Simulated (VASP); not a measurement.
Wanted: the native input for a VASP 6.6.1 run.

| Item | Value |
| --- | --- |
| Task | relaxation of cell and atoms |
| Functional | PBEsol |
| Potentials or basis | VASP PAW PBE potentials, release 64 (Zn, Cu, Sn_d, S) |
| Cutoff | 600 eV |
| k mesh | 10 × 10 × 10 |
| Occupations | gaussian, width 0.03 eV |
| Spin | no spin polarisation |
| Further INCAR settings | ALGO = Normal; EDIFF = 1e-06; IBRION = 2; EDIFFG = -0.01; NSW = 90; ISIF = 3 |

The structure of ZnCu2SnS4 lies in POSCAR:

```
ZnCu2SnS4
1.0
   -2.7171000000      2.7171000000      5.4248000000
    2.7171000000     -2.7171000000      5.4248000000
    2.7171000000      2.7171000000     -5.4248000000
Zn Cu Sn S
1 2 1 4
Direct
    0.2500000000      0.7500000000      0.5000000000
    0.0000000000      0.0000000000      0.0000000000
    0.7500000000      0.2500000000      0.5000000000
    0.5000000000      0.5000000000      0.0000000000
    0.3716100000      0.8844100000      0.9996000000
    0.1155900000      0.1151900000      0.4872000000
    0.8848100000      0.3720100000      0.0004000000
    0.6279900000      0.6283900000      0.5128000000
```

The input as run:

INCAR

```
SYSTEM = ZnCu2SnS4
  ALGO = Normal
  EDIFF = 1E-6
  EDIFFG = -0.01
  ENCUT = 600
  GGA = PS
  IBRION = 2
  ISIF = 3
  ISMEAR = 0
  KPAR = 4
  LASPH = .TRUE.
  LCHARG = .FALSE.
  LREAL = .FALSE.
  LWAVE = .FALSE.
  NELM = 80
  NSW = 90
  PREC = Accurate
  SIGMA = 0.03
```

KPOINTS

```
k-points
0
G
  10 10 10
  0 0 0
```

Potentials or basis: VASP PAW PBE potentials, release 64 (Zn, Cu, Sn_d, S).

Command:

```sh
$ cat potpaw_PBE.64/Zn/POTCAR potpaw_PBE.64/Cu/POTCAR potpaw_PBE.64/Sn_d/POTCAR potpaw_PBE.64/S/POTCAR > POTCAR
$ mpirun -np 4 vasp_std > vasp.out
```

Results of the run:

- Relaxed volume: 19.45 Å³/atom
- Relaxed cell: a = 6.586 Å, b = 6.586 Å, c = 6.586 Å, α = 131.78°, β = 131.78°, γ = 70.58°
- Space group after relaxing (to 0.1 Å): I-4 (No. 82)
- Energy gained by relaxing: 13.5 meV/atom
- Ionic steps: 11
- Pressure after relaxing: 0.0 GPa
- Largest force after relaxing: 0.009 eV/Å
- Band gap on the k mesh: 0.14 eV

Caveat: the PAW data sets were made with another functional, which shifts forces and pressure a little; spin-orbit coupling is left out, which moves the levels of the heavy elements.

Wall time 69 min on 4 MPI ranks on AMD EPYC 7R13 Processor (Zen 3), on a shared host, peak memory 1.3 GiB a rank.
